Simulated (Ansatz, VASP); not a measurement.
CO in VASP and in Ansatz

The input INCAR:

```
SYSTEM = CO
PREC = Accurate ; ENCUT = 1000
EDIFF = 1E-6 ; ISMEAR = 0
SIGMA = 0.1 ; LREAL = .False.
LASPH = .True. ; NELM = 120
ALGO = Normal ; ISIF = 2
LWAVE = .False. ; LCHARG = .False.
LDIPOL = .True. ; IDIPOL = 3
DIPOL = 0.5 0.5 0.648 ; GGA = PE
IVDW = 12 ; NBANDS = 12
GGA_COMPAT = .False. ; NELMDL = -8
```

Contents of KPOINTS:

```
Automatic mesh
0
Gamma
  4 4 1
  0 0 0
```

Contents of POSCAR:

```
CO
1.0
    5.0393684365      0.0000000000      0.0000000000
    0.0000000000      5.0393684365      0.0000000000
    0.0000000000      0.0000000000     24.4950573916
C O
1 1
Direct
    0.0000000000      0.0000000000      0.6245477561
    0.0000000000      0.0000000000      0.6714862940
```

Input for Ansatz:

```yaml
crystal:
  lattice:
    - [5.0393684365, 0.0, 0.0]
    - [0.0, 5.0393684365, 0.0]
    - [0.0, 0.0, 24.4950573916]
  atoms:
    - { symbol: C, position: [0.0, 0.0, 0.6245477561] }
    - { symbol: O, position: [0.0, 0.0, 0.671486294] }
basis:
  ecutwfc: 420
kpoints:
  mp_grid: { grid: [4, 4, 1] }
hamiltonian:
  xc: pbe
  dispersion: d3bj
scf:
  occupations: { method: gaussian, width: 0.1 }
output:
  forces: true
  eigenvalues: true
  write_density: true
  volumetric_format: npy
efield:
  axis: 3
  dipole_correction: true
  ramp_width: 0.04
```

Alike in both runs: task single point; functional PBE; dispersion D3(BJ); k mesh 4 × 4 × 1; occupations gaussian, width 0.1 eV; no spin polarisation.

|  | VASP | Ansatz |
| --- | --- | --- |
| version | VASP 6.6.1 | Ansatz 0.2.0 |
| potentials or method | VASP PAW PBE potentials, release 64 (C_h, O_h), cutoff 1000 eV | scalar-relativistic, plane waves, PAW |
| valence electrons in the cell | 10 | 10 |

Ansatz gave:

```
gap on the k mesh at the Fermi level (eV) : 6.63
rms of the force components (eV/Å)        : 0.897
```

Problem. What did VASP give for the same quantities?

Solution. gap on the k mesh at the Fermi level (eV): 6.64; rms of the force components (eV/Å): 0.884.

Atom by atom the forces differ by 0.014 eV/Å (rms over components).
